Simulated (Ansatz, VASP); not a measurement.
Cu: VASP beside Ansatz

File INCAR:

```
ALGO = Normal
EDIFF = 1E-7
EDIFFG = -0.01
ENCUT = 600
GGA = PS
GGA_COMPAT = False
IBRION = 2
ISIF = 3
ISMEAR = 1
IVDW = 12
LASPH = True
LCHARG = False
LREAL = False
LWAVE = False
NELM = 120
NELMIN = 4
NSW = 80
PREC = Accurate
SIGMA = 0.1
```

Contents of KPOINTS:

```
k-points
0
Gamma
  12 12 11
```

POSCAR

```
Cu
1.0
    1.2184635000     -3.9763780000      0.0000000000
    1.2184635000      3.9763780000      0.0000000000
    0.0000000000      0.0000000000      2.4754960000
Cu
2
Direct
    0.1338670000      0.8661330000      0.2500000000
    0.8661330000      0.1338670000      0.7500000000
```

Input for Ansatz:

```yaml
crystal:
  lattice:
    a: 2.436927
    b: 7.952756
    c: 2.475496
    alpha: 90.0
    beta: 90.0
    gamma: 90.0
  space_group: 63
  setting:
    hermann_mauguin: Cmcm
  atoms:
    - { symbol: Cu, position: [0.0, 0.866133, 0.25] }
  reduce_to_primitive: true
basis:
  ecutwfc: 550.0
kpoints:
  mp_grid:
    grid: [12, 12, 11]
hamiltonian:
  xc: pbesol
  dispersion: d3bj
scf:
  convergence:
    dr2_threshold: 1.0e-09
  occupations:
    method: cold
relax:
  cell: {}
```

Alike in both runs: task relaxation of cell and atoms; functional PBEsol; dispersion D3(BJ); k mesh 12 × 12 × 11; no spin polarisation.

|  | VASP | Ansatz |
| --- | --- | --- |
| version | VASP 6.6.1 | Ansatz 0.2.0 |
| potentials or method | VASP PAW PBE potentials, release 64 (Cu), cutoff 600 eV | plane waves, PAW |
| occupations | methfessel-paxton of order 1, width 0.1 eV | cold |
| valence electrons in the cell | 22 | 38 |

|  | VASP | Ansatz | Ansatz less VASP |
| --- | --- | --- | --- |
| relaxed volume (Å³/atom) | 11.39 | 11.34 | -0.047 |
| relaxed length of the cell vector where the two differ most in proportion (Å) | 2.437 | 2.433 | -0.0050 |

VASP's potentials were made for PBE, not for PBEsol. VASP's potentials hold 22 valence electrons a cell and Ansatz's 38, so a difference there can come from the potentials and not from the codes. Ansatz's warnings: stress scf threshold loose.
